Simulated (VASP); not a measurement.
# I (Fmmm) in VASP: a series of runs, part 3 of 3

VASP 6.6.1. The steps go on from the part before.

## (4) Single point, r2SCAN+D3(BJ)

This run uses another cell than the first one, of 38.93 Å³/atom.

POSCAR

```
I
1.0
    0.0000000000      2.3336289500      3.8569979773
    2.1626168959      0.0000000000      3.8569979773
    2.1626168959      2.3336289500      0.0000000000
I
1
Direct
    0.0000000000      0.0000000000      0.0000000000
```

INCAR.step1

```
SYSTEM = I
PREC     = Accurate       ! precision mode
ENCUT    = 520            ! plane-wave cutoff, eV
ISMEAR   = -1             ! smearing method
SIGMA    = 0.05           ! smearing width, eV
LREAL    = .False.        ! projectors in reciprocal space
LASPH    = .True.         ! aspherical terms in the spheres
NELM     = 60             ! most SCF steps
NBANDS   = 10             ! bands
GGA      = PE             ! functional
ALGO     = Normal         ! electronic algorithm
EDIFF    = 1E-4           ! SCF threshold, eV
LWAVE    = .True.         ! write WAVECAR
LCHARG   = .False.        ! write CHGCAR
```

INCAR.step2

```
SYSTEM = I
PREC     = Accurate       ! precision mode
ENCUT    = 520            ! plane-wave cutoff, eV
EDIFF    = 1E-6           ! SCF threshold, eV
ISMEAR   = -1             ! smearing method
SIGMA    = 0.05           ! smearing width, eV
LREAL    = .False.        ! projectors in reciprocal space
LASPH    = .True.         ! aspherical terms in the spheres
NELM     = 60             ! most SCF steps
ALGO     = Normal         ! electronic algorithm
ISIF     = 2              ! what is computed and relaxed
LWAVE    = .False.        ! write WAVECAR
LCHARG   = .False.        ! write CHGCAR
METAGGA  = R2SCAN         ! meta-GGA
LMIXTAU  = .True.       
IVDW     = 12             ! dispersion correction
VDW_S6   = 1.0          
VDW_S8   = 0.78981345   
VDW_A1   = 0.49484001   
VDW_A2   = 5.73083694   
NBANDS   = 10             ! bands
ISTART   = 1
```

KPOINTS

```
regular mesh
0
Gamma
  9 9 9
  0 0 0
```

Potentials or basis: VASP PAW PBE potentials, release 64 (I).

Run with:

```console
$ cat potpaw_PBE.64/I/POTCAR > POTCAR
$ cp INCAR.step1 INCAR
$ mpirun -np 1 vasp_std > vasp.out
$ cp INCAR.step2 INCAR
$ mpirun -np 1 vasp_std > vasp.out
```

OUTCAR:

```text
SYSTEM = I
   PREC = Accurate
   ENCUT = 520
   EDIFF = 1E-6
   ISMEAR = -1
   LREAL = .False.
   LASPH = .True.
   NELM = 60
   ISIF = 2
   METAGGA = R2SCAN
   IVDW = 12
   ISTART = 1
 IVDW          = 12

 ion  position               nearest neighbor table
   1  0.000  0.000  0.000-

  LATTYP: Found a face centered orthorhombic cell.
 ALAT       =     4.3252337918
 B/A-ratio  =     1.0790764441
 C/A-ratio  =     1.7834864717

  Lattice vectors:

 A1 = (   0.0000000000,   2.3336289500,   3.8569979773)
 A2 = (   2.1626168959,   0.0000000000,   3.8569979773)
 A3 = (   2.1626168959,   2.3336289500,   0.0000000000)

Analysis of symmetry for initial positions (statically):
=====================================================================
 Subroutine PRICEL returns:
 Original cell was already a primitive cell.

 Routine SETGRP: Setting up the symmetry group for a
 face centered orthorhombic supercell.

 Subroutine GETGRP returns: Found  8 space group operations
 (whereof  8 operations were pure point group operations)
 out of a pool of  8 trial point group operations.

The static configuration has the point symmetry D_2h.

Analysis of symmetry for dynamics (positions and initial velocities):
=====================================================================
 Subroutine PRICEL returns:
 Original cell was already a primitive cell.

 Routine SETGRP: Setting up the symmetry group for a
 face centered orthorhombic supercell.

 Subroutine GETGRP returns: Found  8 space group operations
 (whereof  8 operations were pure point group operations)
 out of a pool of  8 trial point group operations.

The dynamic configuration has the point symmetry D_2h.

 Subroutine INISYM returns: Found  8 space group operations
 (whereof  8 operations are pure point group operations),
 and found     1 'primitive' translations

[... 113 lines left out ...]
  volume/ion in A,a.u.               =      38.93       262.72
  Fermi-wavevector in a.u.,A,eV,Ry     =   0.924011  1.746128 11.616610  0.853797
  Thomas-Fermi vector in A             =   2.049710
   LORBIT       =      0    0 simple, 1 ext, 2 COOP (PROOUT), +10 PAW based schemes
   METAGGA = R2SCAN    functional components
   LHFCALC =     F    Hartree Fock is set to
   AEXX    =    0.0000 exact exchange contribution
   IVDW    =    12    specifies the selected vdW correction
   LEPSILON=     F    determine dielectric tensor
   LRPA    =     F    only Hartree local field effects (RPA)
 non-spin polarized calculation
  energy-cutoff  :      520.00
  volume of cell :       38.93
 maximum number of plane-waves:      1064
 NGX is ok and might be reduce to    36
   NGX = 17   NGY = 17   NGZ = 11

 number of electron       6.9999999 magnetization

 Free energy of the ion-electron system (eV)
  ---------------------------------------------------
  ext. energy  EPLUGINS =         0.00000000
  ---------------------------------------------------
  free energy    TOTEN  =       -24.39589287 eV

  energy without entropy =      -24.39188889  energy(sigma->0) =      -24.39389088

 E-fermi :   3.8286     XC(G=0):  -8.8605

 val. band max:        3.8147568095   @ k =  -0.2222   0.0000   0.1111
 cond. band min:       3.8342624193   @ k =   0.4444   0.3333   0.1111
 fundamental gap:      0.0195056098
 Fermi energy:         3.8286334857

 k-point     1 :       0.0000    0.0000    0.0000
  band No.  band energies     occupation
      1     -10.9274      2.00000
      2       1.5556      2.00000
      3       4.6687      0.00000
      4       4.9959      0.00000
      5       8.6866      0.00000
      6      11.6099      0.00000
      7      12.8284      0.00000
      8      16.5645      0.00000
      9      16.8920      0.00000
     10      16.9683      0.00000
[... 287 lines left out ...]
 k-point    24 :       0.4444    0.4444    0.0000
  band No.  band energies     occupation
      1     -10.6428      2.00000
      2      -0.7151      2.00000
      3       4.4165      0.00002
      4       4.7655      0.00000
      5      11.0719      0.00000
      6      11.7865      0.00000
      7      15.1360      0.00000
      8      19.5594      0.00000
      9      19.6501      0.00000
     10      19.7710      0.00000

 [... further k-points ...]

------------------------ aborting loop because EDIFF is reached ----------------------------------------

 Edisp (eV)   -0.15780

 E8    (eV) :    -0.0549

  FORCE on cell =-STRESS in cart. coord.  units (eV):
  Direction    XX          YY          ZZ          XY          YZ          ZX
  --------------------------------------------------------------------------------------
  -------------------------------------------------------------------------------------
  Total       0.20459     0.28421    -0.10724     0.00000     0.00000     0.00000
  in kB       8.41988    11.69676    -4.41332     0.00000     0.00000     0.00000
  external pressure =        5.23 kB  Pullay stress =        0.00 kB

 VOLUME and BASIS-vectors are now :
 -----------------------------------------------------------------------------
  energy-cutoff  :      520.00
  volume of cell :       38.93
      direct lattice vectors                 reciprocal lattice vectors
     0.000000000  2.333628950  3.856997977    -0.231201375  0.214258569  0.129634499
     2.162616896  0.000000000  3.856997977     0.231201375 -0.214258569  0.129634499
     2.162616896  2.333628950  0.000000000     0.231201375  0.214258569 -0.129634499

 POSITION                                       TOTAL-FORCE (eV/Angst)
 -----------------------------------------------------------------------------------
      0.00000      0.00000      0.00000         0.000000     -0.000000      0.000000
 -----------------------------------------------------------------------------------
    total drift:                                0.000000      0.000000      0.000000

  FREE ENERGIE OF THE ION-ELECTRON SYSTEM (eV)
  ---------------------------------------------------
  free  energy   TOTEN  =       -24.5536924975 eV

  energy  without entropy=      -24.5496885178  energy(sigma->0) =      -24.55169051
```

Run time: 3.5 min. Hardware: 1 thread of Intel Xeon 8259CL, shared host; peak memory 0.21 GiB.

Results:

| Quantity | Value |
| --- | --- |
| Free energy | -24.5537 eV |
| Pressure | 0.5 GPa |
| Band gap on the k mesh | zero (an odd number of electrons rules out a gap without spin polarisation) |
| Dispersion energy per atom | -0.158 eV |

Levels at points of the mesh, in eV from the Fermi level:
```csv
k point,band 1,band 2,band 3,band 4,band 5,band 6,band 7,band 8
"(0.00, 0.00, 0.00)",-14.76,-2.27,0.84,1.17,4.86,7.78,9.00,12.74
```

Caveat: the PAW data sets were made with another functional, which shifts forces and pressure a little; spin-orbit coupling is left out, which moves the levels of the heavy elements; an odd number of electrons without spin polarisation forces a metal; a magnetic or distorted state may lie lower.

## (5) Single point, r2SCAN+D3(BJ)

This run uses another cell than the first one, of 39.74 Å³/atom.

POSCAR

```
I
1.0
    0.0000000000      2.3497234514      3.8835988039
    2.1775319666      0.0000000000      3.8835988039
    2.1775319666      2.3497234514      0.0000000000
I
1
Direct
    0.0000000000      0.0000000000      0.0000000000
```

INCAR.step1

```
SYSTEM = I
ALGO = Normal
EDIFF = 1E-4
ENCUT = 520
GGA = PE
ISMEAR = -1
LASPH = .TRUE.
LCHARG = .FALSE.
LREAL = .FALSE.
LWAVE = .TRUE.
NBANDS = 10
NELM = 80
PREC = Accurate
SIGMA = 0.05
```

INCAR.step2

```
SYSTEM = I
ALGO = Normal
EDIFF = 1E-7
ENCUT = 520
ISIF = 2
ISMEAR = -1
ISTART = 1
IVDW = 12
LASPH = .TRUE.
LCHARG = .FALSE.
LMIXTAU = .TRUE.
LREAL = .FALSE.
LWAVE = .FALSE.
METAGGA = R2SCAN
NBANDS = 10
NELM = 80
PREC = Accurate
SIGMA = 0.05
VDW_A1 = 0.49484001
VDW_A2 = 5.73083694
VDW_S6 = 1.0
VDW_S8 = 0.78981345
```

KPOINTS

```
k-points
0
G
  9 9 9
  0 0 0
```

Run with:

```console
$ cat potpaw_PBE.64/I/POTCAR > POTCAR
$ cp INCAR.step1 INCAR
$ mpirun -np 1 vasp_std > vasp.out
$ cp INCAR.step2 INCAR
$ mpirun -np 1 vasp_std > vasp.out
```

Wall time 3.9 min (1 thread of Intel Xeon 8259CL, shared host); peak memory 0.22 GiB.

The run converged. Its results:

```yaml
Free_energy: -24.5548 eV
Pressure: -0.1 GPa
Band_gap_on_the_k_mesh: zero (an odd number of electrons rules out a gap without spin polarisation)
Dispersion_energy_per_atom: -0.155 eV
```

Stress tensor (GPa, compression positive):
```
 0.03  0.00  0.00
 0.00  0.20  0.00
 0.00  0.00 -0.52
```

Levels at points of the mesh, in eV from the Fermi level:
| k point | band 2 | band 3 | band 4 | band 5 | band 6 | band 7 |
| --- | --- | --- | --- | --- | --- | --- |
| (0.00, 0.00, 0.00) | -2.20 | 0.81 | 1.13 | 4.92 | 7.82 | 8.94 |

Caveat: the PAW data sets were made with another functional, which shifts forces and pressure a little; spin-orbit coupling is left out, which moves the levels of the heavy elements; an odd number of electrons without spin polarisation forces a metal; a magnetic or distorted state may lie lower.

## (6) Single point, r2SCAN+D3(BJ)

This run uses another cell than the first one, of 40.55 Å³/atom.

POSCAR

```
I
1.0
    0.0000000000      2.3656004428      3.9098401324
    2.1922454667      0.0000000000      3.9098401324
    2.1922454667      2.3656004428      0.0000000000
I
1
Direct
    0.0000000000      0.0000000000      0.0000000000
```

INCAR.step1

```
ALGO = Normal
EDIFF = 1E-4
ENCUT = 520
GGA = PE
ISMEAR = -1
LASPH = True
LCHARG = False
LREAL = False
LWAVE = True
NBANDS = 10
NELM = 80
PREC = Accurate
SIGMA = 0.05
```

INCAR.step2

```
ALGO = Normal
EDIFF = 1E-6
ENCUT = 520
ISIF = 2
ISMEAR = -1
ISTART = 1
IVDW = 12
LASPH = True
LCHARG = False
LMIXTAU = True
LREAL = False
LWAVE = False
METAGGA = R2SCAN
NBANDS = 10
NELM = 80
PREC = Accurate
SIGMA = 0.05
VDW_A1 = 0.49484001
VDW_A2 = 5.73083694
VDW_S6 = 1.0
VDW_S8 = 0.78981345
```

KPOINTS

```
k-points
0
Gamma
  9 9 9
```

Potentials or basis: VASP PAW PBE potentials, release 64 (I).

Run with:

```console
$ cat potpaw_PBE.64/I/POTCAR > POTCAR
$ cp INCAR.step1 INCAR
$ mpirun -np 1 vasp_std > vasp.out
$ cp INCAR.step2 INCAR
$ mpirun -np 1 vasp_std > vasp.out
```

Run time: 4.1 min. Hardware: 1 thread of Intel Xeon 8259CL, shared host; peak memory 0.21 GiB.

Results (log left out):

* Free energy: -24.5530 eV
* Pressure: -0.6 GPa
* Band gap on the k mesh: zero (an odd number of electrons rules out a gap without spin polarisation)
* Dispersion energy per atom: -0.151 eV

Stress tensor (GPa, compression positive):
```
-0.69  0.00  0.00
 0.00 -0.66  0.00
 0.00  0.00 -0.59
```

Levels at points of the mesh, in eV from the Fermi level:
| k point | band 1 | band 2 | band 3 | band 4 | band 5 | band 6 | band 7 | band 8 | band 9 |
| --- | --- | --- | --- | --- | --- | --- | --- | --- | --- |
| (0.00, 0.00, 0.00) | -14.46 | -2.13 | 0.78 | 1.09 | 4.97 | 7.87 | 8.89 | 12.69 | 13.01 |

Caveat: the PAW data sets were made with another functional, which shifts forces and pressure a little; spin-orbit coupling is left out, which moves the levels of the heavy elements; an odd number of electrons without spin polarisation forces a metal; a magnetic or distorted state may lie lower.

## (7) Overview

| level | cell | gap on the mesh (eV) | pressure (GPa) |
| --- | --- | --- | --- |
| PBEsol | a = 4.659, b = 4.570, c = 3.288 Å, angles 70.6, 67.7, 41.7°, 1 atom | none | -2.5 |
| r2SCAN+D3(BJ) | a = 4.476, b = 4.391, c = 3.159 Å, angles 70.6, 67.7, 41.7°, 1 atom | none | 1.2 |
| r2SCAN+D3(BJ) | a = 4.508, b = 4.422, c = 3.182 Å, angles 70.6, 67.7, 41.7°, 1 atom | none | 0.5 |
| r2SCAN+D3(BJ) | a = 4.539, b = 4.452, c = 3.204 Å, angles 70.6, 67.7, 41.7°, 1 atom | none | -0.1 |
| r2SCAN+D3(BJ) | a = 4.570, b = 4.482, c = 3.225 Å, angles 70.6, 67.7, 41.7°, 1 atom | none | -0.6 |

Alike in all rows: task single point; potentials or basis VASP PAW PBE potentials, release 64 (I); no spin polarisation; k mesh 9 × 9 × 9; cutoff (eV) 520; smearing fermi-dirac 0.05 eV.

Caveats: the PAW data sets were made with another functional, which shifts forces and pressure a little; spin-orbit coupling is left out, which moves the levels of the heavy elements; an odd number of electrons without spin polarisation forces a metal; a magnetic or distorted state may lie lower.

Total energies depend on the potentials used, so only differences within one code and one set of settings carry meaning.

The gap in the log of VASP goes by the Fermi energy; the results here count the filled bands.